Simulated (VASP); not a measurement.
# CO2 (I-42d) in VASP: notebook

The runs below take CO2 through single point, relaxation of cell and atoms, with PBE.

Program: VASP 6.6.1. These are calculated values, not measurements. Logs are shortened: lines on timing, memory, paths and dates and some standing lists are left out, and cuts for length are marked.

## Step 1: The cell of the first run

Symmetry: I-42d, No. 122, tetragonal system. Conventional cell: a = 3.964 Å, b = 3.964 Å, c = 5.981 Å, α = 90.00°, β = 90.00°, γ = 90.00°. Within 1.9 Å of C (site symmetry -4) lie 4 O at 1.40 Å. Within 1.9 Å of O (site symmetry 2) lie 2 C at 1.40 Å.

## Step 2: Single point, PBE

File INCAR:

```
SYSTEM = CO2
PREC = Accurate
ENCUT = 520
EDIFF = 1E-6
ISMEAR = 0
SIGMA = 0.1
LREAL = .FALSE.
LASPH = .TRUE.
NELM = 60
ALGO = Normal
ISIF = 2
LWAVE = .FALSE.
LCHARG = .TRUE.
GGA = PE
LELF = .TRUE.
LVHAR = .TRUE.
NBANDS = 25
```

File KPOINTS:

```
Automatic mesh
0
G
  6 6 6
  0 0 0
```

File POSCAR:

```
CO2
1.0
   -1.9818344701      1.9818344701      2.9905793480
    1.9818344701     -1.9818344701      2.9905793480
    1.9818344701      1.9818344701     -2.9905793480
C O
2 4
Direct
    0.0000000000      0.0000000000      0.0000000000
    0.7500000000      0.2500000000      0.5000000000
    0.3750000000      0.2896045609      0.4146045609
    1.0396045609      0.6250000000      0.9146045609
    0.7103954391      0.1250000000      0.0853954391
    0.8750000000     -0.0396045609      0.5853954391
```

Potentials or basis: VASP PAW PBE potentials, release 64 (C, O).

The run is started by

```
$ cat potpaw_PBE.64/C/POTCAR potpaw_PBE.64/O/POTCAR > POTCAR
$ mpirun -np 1 vasp_std > vasp.out
```

OUTCAR:

```text
SYSTEM = CO2
   PREC = Accurate
   ENCUT = 520
   EDIFF = 1E-6
   ISMEAR = 0
   LREAL = .FALSE.
   LASPH = .TRUE.
   NELM = 60
   ISIF = 2
   GGA = PE

 ion  position               nearest neighbor table
   1  0.000  0.000  0.000-   3 1.40   4 1.40   5 1.40   6 1.40
   2  0.750  0.250  0.500-   3 1.40   4 1.40   5 1.40   6 1.40
   3  0.375  0.290  0.415-   1 1.40   2 1.40
   4  0.040  0.625  0.915-   1 1.40   2 1.40
   5  0.710  0.125  0.085-   1 1.40   2 1.40
   6  0.875  0.960  0.585-   1 1.40   2 1.40

  LATTYP: Found a body centered tetragonal cell.
 ALAT       =     3.9636689402
 C/A-ratio  =     1.5089955257

  Lattice vectors:

 A1 = (  -1.9818344701,   1.9818344701,   2.9905793480)
 A2 = (   1.9818344701,  -1.9818344701,   2.9905793480)
 A3 = (   1.9818344701,   1.9818344701,  -2.9905793480)

Analysis of symmetry for initial positions (statically):
=====================================================================
 Subroutine PRICEL returns:
 Original cell was already a primitive cell.

 Routine SETGRP: Setting up the symmetry group for a
 body centered tetragonal supercell.

 Subroutine GETGRP returns: Found  8 space group operations
 (whereof  4 operations were pure point group operations)
 out of a pool of 16 trial point group operations.

The static configuration has the point symmetry S_4 .
 The point group associated with its full space group is D_2d.

Analysis of symmetry for dynamics (positions and initial velocities):
=====================================================================
 Subroutine PRICEL returns:
 Original cell was already a primitive cell.

 Routine SETGRP: Setting up the symmetry group for a
 body centered tetragonal supercell.

 Subroutine GETGRP returns: Found  8 space group operations
 (whereof  4 operations were pure point group operations)
 out of a pool of 16 trial point group operations.

The dynamic configuration has the point symmetry S_4 .
 The point group associated with its full space group is D_2d.

 Subroutine INISYM returns: Found  8 space group operations
 (whereof  4 operations are pure point group operations),
 and found     1 'primitive' translations

----------------------------------------------------------------------------------------

                                     Primitive cell

  volume of cell :      46.9840

  direct lattice vectors                    reciprocal lattice vectors
    -1.981834470  1.981834470  2.990579348     0.000000000  0.252291504  0.167191685
     1.981834470 -1.981834470  2.990579348     0.252291504  0.000000000  0.167191685
     1.981834470  1.981834470 -2.990579348     0.252291504  0.252291504  0.000000000

  length of vectors
     4.098646188  4.098646188  4.098646188     0.302661631  0.302661631  0.356794067

  position of ions in fractional coordinates (direct lattice)
     0.000000000  0.000000000  0.000000000
     0.750000000  0.250000000  0.500000000
     0.375000000  0.289604561  0.414604561
     0.039604561  0.625000000  0.914604561
     0.710395439  0.125000000  0.085395439
     0.875000000  0.960395439  0.585395439

  ion indices of the primitive-cell ions
   primitive index   ion index
                 1           1
                 2           2
                 3           3
                 4           4
                 5           5
                 6           6

----------------------------------------------------------------------------------------

 KPOINTS: Automatic mesh

Automatic generation of k-mesh.
 Grid dimensions read from file:
 generate k-points for:    6    6    6

 Generating k-lattice:

  Cartesian coordinates                     Fractional coordinates (reciprocal lattice)
     0.000000000  0.042048584  0.027865281     0.166666667  0.000000000 -0.000000000
     0.042048584  0.000000000  0.027865281     0.000000000  0.166666667 -0.000000000
     0.042048584  0.042048584  0.000000000     0.000000000  0.000000000  0.166666667

  Length of vectors
     0.050443605  0.050443605  0.059465678

  Shift w.r.t. Gamma in fractional coordinates (k-lattice)
     0.000000000  0.000000000  0.000000000

 Subroutine IBZKPT returns following result:
 ===========================================

 Found     30 irreducible k-points:

 Following reciprocal coordinates:
            Coordinates               Weight
  0.000000  0.000000  0.000000      1.000000
  0.166667 -0.000000  0.000000      8.000000
  0.333333 -0.000000  0.000000      8.000000
  0.500000 -0.000000  0.000000      4.000000
  0.166667  0.166667  0.000000      8.000000
  0.333333  0.166667  0.000000     16.000000
[... 16 lines left out ...]
 -0.333333 -0.333333  0.166667      8.000000
 -0.166667 -0.333333  0.166667      8.000000
 [... further k-points ...]
   k-points           NKPTS =     30   k-points in BZ     NKDIM =     30   number of bands    NBANDS=     25
   number of dos      NEDOS =    301   number of ions     NIONS =      6
   total plane-waves  NPLWV =  27000
   dimension x,y,z NGX =    30 NGY =   30 NGZ =   30
   dimension x,y,z NGXF=    60 NGYF=   60 NGZF=   60
   ions per type =               2   4
   NGX,Y,Z   is equivalent  to a cutoff of  12.17, 12.17, 12.17 a.u.
   NGXF,Y,Z  is equivalent  to a cutoff of  24.34, 24.34, 24.34 a.u.
 SYSTEM =  CO2
   PREC   = accura    normal or accurate (medium, high low for compatibility)
   ISTART =      0    job   : 0-new  1-cont  2-samecut
   ICHARG =      2    charge: 1-file 2-atom 10-const
   ISPIN  =      1    spin polarized calculation?
   LNONCOLLINEAR =      F non collinear calculations
   LSORBIT =      F    spin-orbit coupling
   LASPH  =      T    aspherical Exc in radial PAW
   ENCUT  =  520.0 eV  38.22 Ry    6.18 a.u.   7.62  7.62  7.62*2*pi/ulx,y,z
   NELM   =     60;   NELMIN=  2; NELMDL= -5     # of ELM steps
   EDIFF  = 0.1E-05   stopping-criterion for ELM
   LREAL  =      F    real-space projection
   EDIFFG = 0.1E-04   stopping-criterion for IOM
   NSW    =      0    number of steps for IOM
   IBRION =     -1    ionic relax: 0-MD 1-quasi-New 2-CG
   NFREE  =      0    steps in history (QN), initial steepest desc. (CG)
   ISIF   =      2    stress and relaxation
   ISYM   =      2    0-nonsym 1-usesym 2-fastsym
   POTIM  = 0.5000    time-step for ionic-motion
   TEBEG  =    0.0;   TEEND  =   0.0 temperature during run
   PSTRESS=    0.0 pullay stress
   NELECT =      32.0000    total number of electrons
   NUPDOWN=      -1.0000    fix difference up-down
   EMIN   =  10.00;   EMAX   =-10.00  energy-range for DOS
   EFERMI =   0.00;   METHOD = LEGACY
   ISMEAR =     0;   SIGMA  =   0.10  broadening in eV -4-tet -1-fermi 0-gaus
   EFERMI_NEDOS =   21; number of points for ismear=-14 and -15
   IALGO  =     38    algorithm
   IMIX   =      4    mixing-type and parameters
     AMIX     =   0.40;   BMIX     =  1.00
     AMIX_MAG =   1.60;   BMIX_MAG =  1.00
  volume/ion in A,a.u.               =       7.83        52.84
  Fermi-wavevector in a.u.,A,eV,Ry     =   1.440372  2.721909 28.227636  2.074673
  Thomas-Fermi vector in A             =   2.559124
   LORBIT       =      0    0 simple, 1 ext, 2 COOP (PROOUT), +10 PAW based schemes
   GGA     = PE    functional components
   LHFCALC =     F    Hartree Fock is set to
   AEXX    =    0.0000 exact exchange contribution
   IVDW    =     0    specifies the selected vdW correction
   LEPSILON=     F    determine dielectric tensor
   LRPA    =     F    only Hartree local field effects (RPA)
 non-spin polarized calculation
 Gauss-broadening in eV      SIGMA  =   0.10
  energy-cutoff  :      520.00
  volume of cell :       46.98
 maximum number of plane-waves:      1307
   NGX = 15   NGY = 15   NGZ = 15

 number of electron      31.9999990 magnetization

 Free energy of the ion-electron system (eV)
  ---------------------------------------------------
  ext. energy  EPLUGINS =         0.00000000
  ---------------------------------------------------
  free energy    TOTEN  =       -43.42833824 eV

  energy without entropy =      -43.42833824  energy(sigma->0) =      -43.42833824

 E-fermi :   2.6400     XC(G=0): -11.0639

 val. band max:        2.1290885913   @ k =   0.5000  -0.0000   0.0000
 cond. band min:       9.7692853227   @ k =   0.0000   0.0000   0.0000
 fundamental gap:      7.6401967314
 Fermi energy:         2.6399884679

 k-point     1 :       0.0000    0.0000    0.0000
  band No.  band energies     occupation
      1     -21.8345      2.00000
      2     -16.7888      2.00000
      3     -16.7888      2.00000
      4     -16.1098      2.00000
      5     -12.4219      2.00000
      6      -7.4823      2.00000
[... 17 lines left out ...]
     24      17.2299      0.00000
     25      17.2299      0.00000

 k-point     2 :       0.1667   -0.0000    0.0000
  band No.  band energies     occupation
      1     -21.6582      2.00000
      2     -17.2044      2.00000
      3     -16.8304      2.00000
      4     -16.3042      2.00000
      5     -11.8894      2.00000
      6      -7.4645      2.00000
[... 17 lines left out ...]
     24      17.0569      0.00000
     25      17.3606      0.00000

 k-point     3 :       0.3333   -0.0000    0.0000
  band No.  band energies     occupation
      1     -21.1995      2.00000
      2     -18.1812      2.00000
      3     -16.8964      2.00000
      4     -16.4656      2.00000
      5     -11.0289      2.00000
      6      -7.4424      2.00000
[... 17 lines left out ...]
     24      16.6723      0.00000
     25      17.0729      0.00000

 k-point     4 :       0.5000   -0.0000    0.0000
  band No.  band energies     occupation
      1     -20.8543      2.00000
      2     -18.7542      2.00000
      3     -16.9209      2.00000
      4     -16.5285      2.00000
      5     -10.6643      2.00000
      6      -7.4040      2.00000
[... 17 lines left out ...]
     24      16.4679      0.00000
     25      17.0969      0.00000

 k-point     5 :       0.1667    0.1667    0.0000
  band No.  band energies     occupation
      1     -21.3802      2.00000
      2     -17.7650      2.00000
      3     -16.9039      2.00000
      4     -16.5041      2.00000
      5     -11.2094      2.00000
      6      -7.6041      2.00000
[... 17 lines left out ...]
     24      16.8636      0.00000
     25      17.1931      0.00000

 k-point     6 :       0.3333    0.1667    0.0000
  band No.  band energies     occupation
      1     -20.8826      2.00000
      2     -18.6422      2.00000
      3     -16.9672      2.00000
      4     -16.6028      2.00000
      5     -10.4955      2.00000
      6      -7.7228      2.00000
[... 17 lines left out ...]
     24      16.6729      0.00000
     25      16.8807      0.00000
[... 393 lines left out ...]
 k-point    21 :      -0.3333    0.5000    0.1667
  band No.  band energies     occupation
      1     -20.3649      2.00000
      2     -19.2676      2.00000
      3     -17.0264      2.00000
      4     -16.8311      2.00000
      5      -9.5931      2.00000
      6      -8.0585      2.00000
[... 17 lines left out ...]
     24      16.5886      0.00000
     25      17.2593      0.00000

 k-point    22 :      -0.1667    0.5000    0.1667
  band No.  band energies     occupation
      1     -20.7367      2.00000
      2     -18.8304      2.00000
      3     -16.9750      2.00000
      4     -16.7331      2.00000
      5     -10.1816      2.00000
      6      -7.3935      2.00000
[... 17 lines left out ...]
     24      16.4191      0.00000
     25      16.9061      0.00000

 k-point    23 :      -0.3333   -0.3333    0.1667
  band No.  band energies     occupation
      1     -20.7635      2.00000
      2     -18.7212      2.00000
      3     -17.0158      2.00000
      4     -16.8456      2.00000
      5      -9.9239      2.00000
      6      -7.5726      2.00000
[... 17 lines left out ...]
     24      16.5036      0.00000
     25      16.6433      0.00000

 k-point    24 :      -0.1667   -0.3333    0.1667
  band No.  band energies     occupation
      1     -21.2159      2.00000
      2     -17.9840      2.00000
      3     -16.9240      2.00000
      4     -16.7767      2.00000
      5     -10.6818      2.00000
      6      -7.2126      2.00000
[... 17 lines left out ...]
     24      16.6148      0.00000
     25      16.7886      0.00000

 [... further k-points ...]

------------------------ aborting loop because EDIFF is reached ----------------------------------------

  FORCE on cell =-STRESS in cart. coord.  units (eV):
  Direction    XX          YY          ZZ          XY          YZ          ZX
  --------------------------------------------------------------------------------------
  -------------------------------------------------------------------------------------
  Total        0.4260941      0.4260941      0.3774238      0.0000000      0.0000000      0.0000000
  in kB       14.5300132     14.5300132     12.8703336      0.0000000      0.0000000      0.0000000
  external PRESSURE =      13.9767867 kB  Pullay stress =       0.0000000 kB

 VOLUME and BASIS-vectors are now :
 -----------------------------------------------------------------------------
  energy-cutoff  :      520.00
  volume of cell :       46.98
      direct lattice vectors                 reciprocal lattice vectors
    -1.981834470  1.981834470  2.990579348     0.000000000  0.252291504  0.167191685
     1.981834470 -1.981834470  2.990579348     0.252291504  0.000000000  0.167191685
     1.981834470  1.981834470 -2.990579348     0.252291504  0.252291504  0.000000000

 POSITION                                       TOTAL-FORCE (eV/Angst)
 -----------------------------------------------------------------------------------
      0.00000      0.00000      0.00000         0.000000      0.000000     -0.000000
      0.00000      1.98183      1.49529         0.000000      0.000000      0.000000
      0.65244      0.99092      0.74764         0.062450      0.000000     -0.000000
      2.97275      0.65244     -0.74764         0.000000      0.062450     -0.000000
     -0.99092      1.32940      2.24293         0.000000     -0.062450     -0.000000
      1.32940      0.99092      3.73822        -0.062450      0.000000     -0.000000
 -----------------------------------------------------------------------------------
    total drift:                                0.000005      0.000005      0.000006

  FREE ENERGIE OF THE ION-ELECTRON SYSTEM (eV)
  ---------------------------------------------------
  free  energy   TOTEN  =       -43.4283382398 eV

  energy  without entropy=      -43.4283382398  energy(sigma->0) =      -43.42833824
```

Wall time 47 s (1 thread of Oxide Virtual Turin-like, shared host); peak memory 0.14 GiB.

Results:

```yaml
Free_energy: -43.4283 eV
Pressure: 1.4 GPa
Largest_force: 0.062 eV/Å
Band_gap_on_the_k_mesh: 7.64 eV, indirect (least direct gap 8.08 eV)
```

Forces on the atoms (eV/Å):
```
C    0.000  0.000  0.000
C    0.000  0.000  0.000
O    0.062  0.000  0.000
O    0.000  0.062  0.000
O    0.000 -0.062  0.000
O   -0.062  0.000  0.000
```

Stress tensor (GPa, compression positive):
```
1.45 0.00 0.00
0.00 1.45 0.00
0.00 0.00 1.29
```

## Step 3: Single point, PBE

This run uses another cell than the first one, of 11.73 Å³/atom, 1.498 times its volume.

File INCAR:

```
  PREC = Accurate
  ENCUT = 520
  EDIFF = 1E-6
  ISMEAR = 0
  SIGMA = 0.1
  LREAL = False
  LASPH = True
  NELM = 60
  ALGO = Normal
  ISIF = 2
  LWAVE = False
  LCHARG = True
  GGA = PE
  LELF = True
  LVHAR = True
  NBANDS = 25
```

File KPOINTS:

```
Automatic mesh
0
Gamma
  6 6 6
```

File POSCAR:

```
CO2
1.0
   -2.2893153816      2.2893153816      3.3575890595
    2.2893153816     -2.2893153816      3.3575890595
    2.2893153816      2.2893153816     -3.3575890595
C O
2 4
Direct
    0.0000000000      0.0000000000      0.0000000000
    0.7500000000      0.2500000000      0.5000000000
    0.3750000000      0.2174786205      0.3424786205
    0.9674786205      0.6250000000      0.8424786205
    0.7825213795      0.1250000000      0.1575213795
    0.8750000000      0.0325213795      0.6575213795
```

Potentials or basis: VASP PAW PBE potentials, release 64 (C, O).

The run is started by

```
$ cat potpaw_PBE.64/C/POTCAR potpaw_PBE.64/O/POTCAR > POTCAR
$ mpirun -np 1 vasp_std > vasp.out
```

It took 1.7 min on 1 thread of Oxide Virtual Turin-like, shared host; peak memory 0.16 GiB.

Results (log left out):

* Free energy: -40.6280 eV
* Pressure: -28.0 GPa
* Largest force: 0.381 eV/Å
* Band gap on the k mesh: 4.35 eV, indirect (least direct gap 4.45 eV)

Forces in eV/Å, atoms in the order of the input:
```
C    0.000  0.000  0.000
C    0.000  0.000  0.000
O    0.381  0.000  0.000
O    0.000  0.381  0.000
O    0.000 -0.381  0.000
O   -0.381  0.000  0.000
```

Stress tensor (GPa, compression positive):
```
-25.61   0.00   0.00
  0.00 -25.61   0.00
  0.00   0.00 -32.82
```

Levels at points of the mesh, in eV from the valence-band top:
```csv
k point,band 14,band 15,band 16,band 17,band 18,band 19
"(0.00, 0.00, 0.00)",-1.07,-0.09,-0.09,4.35,5.76,5.76
"(0.50, 0.00, 0.00)",-0.90,-0.23,-0.16,4.73,5.97,7.15
"(0.50, 0.50, 0.00)",-0.83,-0.23,-0.23,5.35,5.35,7.80
"(0.50, 0.50, 0.50)",-1.79,0.00,0.00,6.29,6.29,7.55
```

A k mesh can miss the band edges.

## Step 4: Single point, PBE

File INCAR:

```
SYSTEM = CO2
ALGO     = Normal         ! electronic algorithm
EDIFF    = 1E-7           ! SCF threshold, eV
ENCUT    = 520            ! plane-wave cutoff, eV
GGA      = PE             ! functional
ISIF     = 2              ! what is computed and relaxed
ISMEAR   = 0              ! smearing method
LASPH    = .True.         ! aspherical terms in the spheres
LCHARG   = .False.        ! write CHGCAR
LREAL    = .False.        ! projectors in reciprocal space
LWAVE    = .False.        ! write WAVECAR
NBANDS   = 25             ! bands
NELM     = 80             ! most SCF steps
PREC     = Accurate       ! precision mode
SIGMA    = 0.02           ! smearing width, eV
```

File KPOINTS:

```
k-points
0
Gamma
  8 8 8
  0 0 0
```

File POSCAR:

```
CO2
1.0
   -1.9826708459      1.9826708459      2.9902483892
    1.9826708459     -1.9826708459      2.9902483892
    1.9826708459      1.9826708459     -2.9902483892
C O
2 4
Direct
    0.0000000000      0.0000000000      0.0000000000
    0.7500000000      0.2500000000      0.5000000000
    0.3750000000      0.2893863240      0.4143863240
    1.0393863240      0.6250000000      0.9143863240
    0.7106136760      0.1250000000      0.0856136760
    0.8750000000     -0.0393863240      0.5856136760
```

The run is started by

```
$ cat potpaw_PBE.64/C/POTCAR potpaw_PBE.64/O/POTCAR > POTCAR
$ mpirun -np 1 vasp_std > vasp.out
```

Wall time 100 s (1 thread of Oxide Virtual Turin-like, shared host); peak memory 0.16 GiB.

It converged, with:

- Free energy: -43.4285 eV
- Pressure: 1.3 GPa
- Largest force: 0.069 eV/Å
- Band gap on the k mesh: 7.64 eV, indirect (least direct gap 8.08 eV)

Forces in eV/Å, atoms in the order of the input:
```
C    0.000  0.000  0.000
C    0.000  0.000  0.000
O    0.069  0.000  0.000
O    0.000  0.069  0.000
O    0.000 -0.069  0.000
O   -0.069  0.000  0.000
```

Stress tensor (GPa, compression positive):
```
1.40 0.00 0.00
0.00 1.40 0.00
0.00 0.00 1.24
```

Levels at points of the mesh, in eV from the valence-band top:
```
           k point  band 14  band 15  band 16  band 17  band 18  band 19
(0.00, 0.00, 0.00)    -0.88    -0.88    -0.44     7.64     9.09     9.20
(0.50, 0.00, 0.00)    -1.35    -0.41     0.00     8.19     9.39     9.53
(0.50, 0.50, 0.00)    -0.65    -0.50    -0.50     8.81     8.81     9.85
(0.50, 0.50, 0.50)    -2.82    -0.01    -0.01     8.88     8.88    10.56
```

A k mesh can miss the band edges.

(Part 1 of 2 ends here.)
